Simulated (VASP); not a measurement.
# Ti (P6/mmm) in VASP: further runs

The runs below take Ti through single point, with PBEsol.

Everything below comes from runs of VASP 6.6.1. Logs are shortened: lines on timing, memory, paths and dates and some standing lists are left out, and cuts for length are marked.

## (1) The cell of the first run

Symmetry: P6/mmm, No. 191, hexagonal system. Conventional cell: a = 4.623 Å, b = 4.623 Å, c = 2.826 Å, α = 90.00°, β = 90.00°, γ = 120.00°. Within 3.7 Å of Ti (site symmetry 6/mmm) lie 14 Ti at 2.83 to 3.02 Å. Within 3.5 Å of Ti (site symmetry -6m2) lie 11 Ti at 2.67 to 3.02 Å.

## (2) Single point, PBEsol

Contents of INCAR:

```
PREC     = Accurate       # precision mode
ENCUT    = 520            # plane-wave cutoff, eV
EDIFF    = 1E-6           # SCF threshold, eV
ISMEAR   = 0              # smearing method
SIGMA    = 0.15           # smearing width, eV
LREAL    = False          # projectors in reciprocal space
LASPH    = True           # aspherical terms in the spheres
NELM     = 100            # most SCF steps
ALGO     = Fast           # electronic algorithm
ISIF     = 2              # what is computed and relaxed
LWAVE    = False          # write WAVECAR
LCHARG   = False          # write CHGCAR
GGA      = PS             # functional
NBANDS   = 25             # bands
```

Contents of KPOINTS:

```
regular mesh
0
Gamma
  12 12 14
```

Contents of POSCAR:

```
Ti
1.0
    4.6233000000      0.0000000000      0.0000000000
   -2.3116500000      4.0038952493      0.0000000000
    0.0000000000      0.0000000000      2.8263000000
Ti
3
Direct
    0.0000000000      0.0000000000      0.0000000000
    0.3333333333      0.6666666667      0.5000000000
    0.6666666667      0.3333333333      0.5000000000
```

Potentials or basis: VASP PAW PBE potentials, release 64 (Ti_sv).

Started as:

```console
cat potpaw_PBE.64/Ti_sv/POTCAR > POTCAR
mpirun -np 1 vasp_std > vasp.out
```

OUTCAR:

```text
PREC = Accurate
   ENCUT = 520
   EDIFF = 1E-6
   ISMEAR = 0
   LREAL = False
   LASPH = True
   NELM = 100
   ISIF = 2
   GGA = PS

 ion  position               nearest neighbor table
   1  0.000  0.000  0.000-
   2  0.333  0.667  0.500-   3 2.67   3 2.67   3 2.67
   3  0.667  0.333  0.500-   2 2.67   2 2.67   2 2.67

  LATTYP: Found a hexagonal cell.
 ALAT       =     4.6233000000
 C/A-ratio  =     0.6113165920

  Lattice vectors:

 A1 = (   4.6233000000,   0.0000000000,   0.0000000000)
 A2 = (  -2.3116500000,   4.0038952493,   0.0000000000)
 A3 = (   0.0000000000,   0.0000000000,   2.8263000000)

Analysis of symmetry for initial positions (statically):
=====================================================================
 Subroutine PRICEL returns:
 Original cell was already a primitive cell.

 Routine SETGRP: Setting up the symmetry group for a
 hexagonal supercell.

 Subroutine GETGRP returns: Found 24 space group operations
 (whereof 24 operations were pure point group operations)
 out of a pool of 24 trial point group operations.

The static configuration has the point symmetry D_6h.

Analysis of symmetry for dynamics (positions and initial velocities):
=====================================================================
 Subroutine PRICEL returns:
 Original cell was already a primitive cell.

 Routine SETGRP: Setting up the symmetry group for a
 hexagonal supercell.

 Subroutine GETGRP returns: Found 24 space group operations
 (whereof 24 operations were pure point group operations)
 out of a pool of 24 trial point group operations.

The dynamic configuration has the point symmetry D_6h.

 Subroutine INISYM returns: Found 24 space group operations
 (whereof 24 operations are pure point group operations),
 and found     1 'primitive' translations

----------------------------------------------------------------------------------------

                                     Primitive cell

  volume of cell :      52.3182

  direct lattice vectors                    reciprocal lattice vectors
     4.623300000  0.000000000  0.000000000     0.216295720  0.124878392  0.000000000
    -2.311650000  4.003895249  0.000000000     0.000000000  0.249756784  0.000000000
     0.000000000  0.000000000  2.826300000     0.000000000  0.000000000  0.353819481

  length of vectors
     4.623300000  4.623300000  2.826300000     0.249756784  0.249756784  0.353819481

  position of ions in fractional coordinates (direct lattice)
     0.000000000  0.000000000  0.000000000
     0.333333333  0.666666667  0.500000000
     0.666666667  0.333333333  0.500000000

  ion indices of the primitive-cell ions
   primitive index   ion index
                 1           1
                 2           2
                 3           3

----------------------------------------------------------------------------------------

 KPOINTS: regular mesh

Automatic generation of k-mesh.
 Grid dimensions read from file:
 generate k-points for:   12   12   14

 Generating k-lattice:

  Cartesian coordinates                     Fractional coordinates (reciprocal lattice)
     0.018024643  0.010406533  0.000000000     0.083333333 -0.000000000  0.000000000
     0.000000000  0.020813065  0.000000000     0.000000000  0.083333333  0.000000000
     0.000000000  0.000000000  0.025272820     0.000000000  0.000000000  0.071428571

  Length of vectors
     0.020813065  0.020813065  0.025272820

  Shift w.r.t. Gamma in fractional coordinates (k-lattice)
     0.000000000  0.000000000  0.000000000

 Subroutine IBZKPT returns following result:
 ===========================================

 Found    152 irreducible k-points:

 Following reciprocal coordinates:
            Coordinates               Weight
  0.000000  0.000000  0.000000      1.000000
  0.083333 -0.000000  0.000000      6.000000
  0.166667 -0.000000  0.000000      6.000000
  0.250000 -0.000000  0.000000      6.000000
  0.333333 -0.000000  0.000000      6.000000
  0.416667 -0.000000  0.000000      6.000000
[... 16 lines left out ...]
  0.250000 -0.000000  0.071429     12.000000
  0.333333 -0.000000  0.071429     12.000000
 [... further k-points ...]
   k-points           NKPTS =    152   k-points in BZ     NKDIM =    152   number of bands    NBANDS=     25
   number of dos      NEDOS =    301   number of ions     NIONS =      3
   total plane-waves  NPLWV =  31104
   dimension x,y,z NGX =    36 NGY =   36 NGZ =   24
   dimension x,y,z NGXF=    72 NGYF=   72 NGZF=   48
   ions per type =               3
   NGX,Y,Z   is equivalent  to a cutoff of  12.94, 12.94, 14.12 a.u.
   NGXF,Y,Z  is equivalent  to a cutoff of  25.89, 25.89, 28.23 a.u.
 SYSTEM =  unknown system
   PREC   = accura    normal or accurate (medium, high low for compatibility)
   ISTART =      0    job   : 0-new  1-cont  2-samecut
   ICHARG =      2    charge: 1-file 2-atom 10-const
   ISPIN  =      1    spin polarized calculation?
   LNONCOLLINEAR =      F non collinear calculations
   LSORBIT =      F    spin-orbit coupling
   LASPH  =      T    aspherical Exc in radial PAW
   ENCUT  =  520.0 eV  38.22 Ry    6.18 a.u.   8.60  8.60  5.26*2*pi/ulx,y,z
   NELM   =    100;   NELMIN=  2; NELMDL= -5     # of ELM steps
   EDIFF  = 0.1E-05   stopping-criterion for ELM
   LREAL  =      F    real-space projection
   EDIFFG = 0.1E-04   stopping-criterion for IOM
   NSW    =      0    number of steps for IOM
   IBRION =     -1    ionic relax: 0-MD 1-quasi-New 2-CG
   NFREE  =      0    steps in history (QN), initial steepest desc. (CG)
   ISIF   =      2    stress and relaxation
   ISYM   =      2    0-nonsym 1-usesym 2-fastsym
   POTIM  = 0.5000    time-step for ionic-motion
   TEBEG  =    0.0;   TEEND  =   0.0 temperature during run
   PSTRESS=    0.0 pullay stress
   NELECT =      36.0000    total number of electrons
   NUPDOWN=      -1.0000    fix difference up-down
   EMIN   =  10.00;   EMAX   =-10.00  energy-range for DOS
   EFERMI =   0.00;   METHOD = LEGACY
   ISMEAR =     0;   SIGMA  =   0.15  broadening in eV -4-tet -1-fermi 0-gaus
   EFERMI_NEDOS =   21; number of points for ismear=-14 and -15
   IALGO  =     68    algorithm
   IMIX   =      4    mixing-type and parameters
     AMIX     =   0.40;   BMIX     =  1.00
     AMIX_MAG =   1.60;   BMIX_MAG =  1.00
  volume/ion in A,a.u.               =      17.44       117.69
  Fermi-wavevector in a.u.,A,eV,Ry     =   1.445300  2.731221 28.421100  2.088892
  Thomas-Fermi vector in A             =   2.563497
   LORBIT       =      0    0 simple, 1 ext, 2 COOP (PROOUT), +10 PAW based schemes
   GGA     = PS    functional components
   LHFCALC =     F    Hartree Fock is set to
   AEXX    =    0.0000 exact exchange contribution
   IVDW    =     0    specifies the selected vdW correction
   LEPSILON=     F    determine dielectric tensor
   LRPA    =     F    only Hartree local field effects (RPA)
 non-spin polarized calculation
 RMM-DIIS sequential band-by-band and
 Gauss-broadening in eV      SIGMA  =   0.15
  energy-cutoff  :      520.00
  volume of cell :       52.32
 maximum number of plane-waves:      1434
 NGX is ok and might be reduce to    36
   NGX = 17   NGY = 17   NGZ = 11

 number of electron      35.9999981 magnetization

 Free energy of the ion-electron system (eV)
  ---------------------------------------------------
  ext. energy  EPLUGINS =         0.00000000
  ---------------------------------------------------
  free energy    TOTEN  =       -25.00955785 eV

  energy without entropy =      -24.97757035  energy(sigma->0) =      -24.99356410

 E-fermi :   8.0274     XC(G=0): -11.6157

 val. band max:        8.0225830046   @ k =   0.3333   0.0833   0.0000
 cond. band min:       8.0294465388   @ k =   0.2500   0.0833   0.0714
 fundamental gap:      0.0068635342
 Fermi energy:         8.0273738060

 k-point     1 :       0.0000    0.0000    0.0000
  band No.  band energies     occupation
      1     -48.6312      2.00000
      2     -48.3768      2.00000
      3     -48.2270      2.00000
      4     -25.0402      2.00000
      5     -25.0402      2.00000
      6     -24.9200      2.00000
[... 17 lines left out ...]
     24       9.9869      0.00000
     25       9.9880      0.00000

 k-point     2 :       0.0833   -0.0000    0.0000
  band No.  band energies     occupation
      1     -48.6304      2.00000
      2     -48.3752      2.00000
      3     -48.2295      2.00000
      4     -25.0588      2.00000
      5     -25.0547      2.00000
      6     -24.9011      2.00000
[... 17 lines left out ...]
     24       9.7438      0.00000
     25      10.1885      0.00000

 k-point     3 :       0.1667   -0.0000    0.0000
  band No.  band energies     occupation
      1     -48.6282      2.00000
      2     -48.3704      2.00000
      3     -48.2367      2.00000
      4     -25.0950      2.00000
      5     -25.0729      2.00000
      6     -24.8639      2.00000
[... 17 lines left out ...]
     24       9.6274      0.00000
     25      10.4320      0.00000

 k-point     4 :       0.2500   -0.0000    0.0000
  band No.  band energies     occupation
      1     -48.6253      2.00000
      2     -48.3625      2.00000
      3     -48.2479      2.00000
      4     -25.1309      2.00000
      5     -25.0746      2.00000
      6     -24.8268      2.00000
[... 17 lines left out ...]
     24       9.7703      0.00000
     25      10.6888      0.00000
[... 477 lines left out ...]
 k-point    22 :       0.1667   -0.0000    0.0714
  band No.  band energies     occupation
      1     -48.6250      2.00000
      2     -48.3680      2.00000
      3     -48.2340      2.00000
      4     -25.0890      2.00000
      5     -25.0679      2.00000
      6     -24.8627      2.00000
[... 17 lines left out ...]
     24       9.6219      0.00000
     25      10.4877      0.00000

 k-point    23 :       0.2500   -0.0000    0.0714
  band No.  band energies     occupation
      1     -48.6222      2.00000
      2     -48.3599      2.00000
      3     -48.2452      2.00000
      4     -25.1240      2.00000
      5     -25.0702      2.00000
      6     -24.8269      2.00000
[... 17 lines left out ...]
     24       9.7561      0.00000
     25      10.7338      0.00000

 k-point    24 :       0.3333   -0.0000    0.0714
  band No.  band energies     occupation
      1     -48.6195      2.00000
      2     -48.3493      2.00000
      3     -48.2588      2.00000
      4     -25.1522      2.00000
      5     -25.0541      2.00000
      6     -24.7980      2.00000
[... 17 lines left out ...]
     24      10.0565      0.00000
     25      10.6787      0.00000

 [... further k-points ...]

------------------------ aborting loop because EDIFF is reached ----------------------------------------

  FORCE on cell =-STRESS in cart. coord.  units (eV):
  Direction    XX          YY          ZZ          XY          YZ          ZX
  --------------------------------------------------------------------------------------
  -------------------------------------------------------------------------------------
  Total       -2.3188006     -2.3188006     -1.5974890      0.0000000      0.0000000      0.0000000
  in kB      -71.0102343    -71.0102343    -48.9210107      0.0000000      0.0000000      0.0000000
  external PRESSURE =     -63.6471598 kB  Pullay stress =       0.0000000 kB

 VOLUME and BASIS-vectors are now :
 -----------------------------------------------------------------------------
  energy-cutoff  :      520.00
  volume of cell :       52.32
      direct lattice vectors                 reciprocal lattice vectors
     4.623300000  0.000000000  0.000000000     0.216295720  0.124878392  0.000000000
    -2.311650000  4.003895249  0.000000000     0.000000000  0.249756784  0.000000000
     0.000000000  0.000000000  2.826300000     0.000000000  0.000000000  0.353819481

 POSITION                                       TOTAL-FORCE (eV/Angst)
 -----------------------------------------------------------------------------------
      0.00000      0.00000      0.00000        -0.000000      0.000000     -0.000000
     -0.00000      2.66926      1.41315         0.000000      0.000000      0.000000
      2.31165      1.33463      1.41315        -0.000000      0.000000     -0.000000
 -----------------------------------------------------------------------------------
    total drift:                                0.000000      0.000000     -0.000000

  FREE ENERGIE OF THE ION-ELECTRON SYSTEM (eV)
  ---------------------------------------------------
  free  energy   TOTEN  =       -25.0095578498 eV

  energy  without entropy=      -24.9775703481  energy(sigma->0) =      -24.99356410
```

Wall time 4.4 min (1 thread of Intel Xeon 6975P-C (Granite Rapids), shared host); peak memory 0.28 GiB.

Results:

- Free energy: -25.0096 eV
- Pressure: -6.4 GPa
- Band gap on the k mesh: zero (band 18 reaches 8.20 eV, above the bottom of band 19 at 7.94 eV)

Caveat: the PAW data sets were made with another functional, which shifts forces and pressure a little.

## (3) Single point, PBEsol

This run uses another cell than the first one, of 17.57 Å³/atom, 1.007 times its volume.

Contents of INCAR:

```
SYSTEM = Ti
PREC = Accurate ; ENCUT = 520
EDIFF = 1E-6 ; ISMEAR = 0
SIGMA = 0.15 ; LREAL = .False.
LASPH = .True. ; NELM = 100
ALGO = Fast ; ISIF = 2
LWAVE = .False. ; LCHARG = .False.
GGA = PS ; NBANDS = 25
```

Contents of KPOINTS:

```
regular mesh
0
Gamma
  12 12 14
  0 0 0
```

Contents of POSCAR:

```
Ti
1.0
    4.4066000000      0.0000000000      0.0000000000
   -2.2033000000      3.8162275443      0.0000000000
    0.0000000000      0.0000000000      3.1341000000
Ti
3
Direct
    0.0000000000      0.0000000000      0.0000000000
    0.3333333333      0.6666666667      0.5000000000
    0.6666666667      0.3333333333      0.5000000000
```

Potentials or basis: VASP PAW PBE potentials, release 64 (Ti_sv).

Started as:

```console
cat potpaw_PBE.64/Ti_sv/POTCAR > POTCAR
mpirun -np 1 vasp_std > vasp.out
```

It took 4.8 min on 1 thread of Intel Xeon 6975P-C (Granite Rapids), shared host; peak memory 0.28 GiB.

It converged, with:

```
Free energy            : -24.6766 eV
Pressure               : -6.6 GPa
Band gap on the k mesh : zero (band 18 reaches 8.33 eV, above the bottom of band 19 at 7.81 eV)
```

Stress tensor (GPa, compression positive):
```
 -0.48   0.00   0.00
  0.00  -0.48   0.00
  0.00   0.00 -18.85
```

Levels at points of the mesh, in eV from the Fermi level:
| k point | band 16 | band 17 | band 18 | band 19 | band 20 | band 21 |
| --- | --- | --- | --- | --- | --- | --- |
| (0.00, 0.00, 0.00) | -0.52 | -0.40 | -0.40 | 0.71 | 1.07 | 1.07 |
| (0.50, 0.00, 0.00) | -0.44 | -0.14 | -0.09 | 0.01 | 0.35 | 1.06 |
| (0.00, 0.00, 0.50) | -1.99 | -1.59 | -1.59 | 1.07 | 1.07 | 1.49 |
| (0.50, 0.00, 0.50) | -1.19 | -1.14 | -0.82 | 0.46 | 0.61 | 0.61 |

Caveat: the PAW data sets were made with another functional, which shifts forces and pressure a little.

## (4) Single point, PBEsol

This run uses another cell than the first one, of 17.50 Å³/atom, 1.003 times its volume.

Contents of INCAR:

```
SYSTEM = Ti
  ALGO = Fast
  EDIFF = 1E-6
  ENCUT = 520
  GGA = PS
  ISIF = 2
  ISMEAR = 0
  LASPH = .TRUE.
  LCHARG = .FALSE.
  LREAL = .FALSE.
  LWAVE = .FALSE.
  NBANDS = 25
  NELM = 100
  PREC = Accurate
  SIGMA = 0.15
```

Contents of KPOINTS:

```
k-points
0
G
  12 12 14
  0 0 0
```

Contents of POSCAR:

```
Ti
1.0
    4.5420000000      0.0000000000      0.0000000000
   -2.2710000000      3.9334873840      0.0000000000
    0.0000000000      0.0000000000      2.9382000000
Ti
3
Direct
    0.0000000000      0.0000000000      0.0000000000
    0.3333333333      0.6666666667      0.5000000000
    0.6666666667      0.3333333333      0.5000000000
```

Started as:

```console
cat potpaw_PBE.64/Ti_sv/POTCAR > POTCAR
mpirun -np 1 vasp_std > vasp.out
```

It took 4.1 min on 1 thread of Intel Xeon 6975P-C (Granite Rapids), shared host; peak memory 0.28 GiB.

The run converged. Its results:

```
Free energy            : -24.9693 eV
Pressure               : -6.8 GPa
Band gap on the k mesh : zero (band 18 reaches 8.34 eV, above the bottom of band 19 at 7.92 eV)
```

Stress tensor (GPa, compression positive):
```
 -4.30   0.00   0.00
  0.00  -4.30   0.00
  0.00   0.00 -11.65
```

Levels at points of the mesh, in eV from the Fermi level:
```
           k point  band 16  band 17  band 18  band 19  band 20  band 21
(0.00, 0.00, 0.00)    -0.66    -0.55    -0.55     0.19     0.88     1.28
(0.50, 0.00, 0.00)    -0.41    -0.29    -0.27     0.14     0.67     0.70
(0.00, 0.00, 0.50)    -1.97    -1.59    -1.59     1.14     1.14     1.17
(0.50, 0.00, 0.50)    -1.13    -0.82    -0.74     0.37     0.70     0.74
```

Caveat: the PAW data sets were made with another functional, which shifts forces and pressure a little.

## (5) Summary

| cell | gap on the mesh (eV) | pressure (GPa) |
| --- | --- | --- |
| a = 4.623, b = 4.623, c = 2.826 Å, angles 90.0, 90.0, 120.0°, 3 atoms | none | -6.4 |
| a = 4.407, b = 4.407, c = 3.134 Å, angles 90.0, 90.0, 120.0°, 3 atoms | none | -6.6 |
| a = 4.542, b = 4.542, c = 2.938 Å, angles 90.0, 90.0, 120.0°, 3 atoms | none | -6.8 |

Alike in all rows: task single point; level PBEsol; potentials or basis VASP PAW PBE potentials, release 64 (Ti_sv); no spin polarisation; k mesh 12 × 12 × 14; cutoff (eV) 520; smearing gaussian 0.15 eV.

Caveats: the PAW data sets were made with another functional, which shifts forces and pressure a little.

Absolute energies hang on the potentials; compare differences alone.
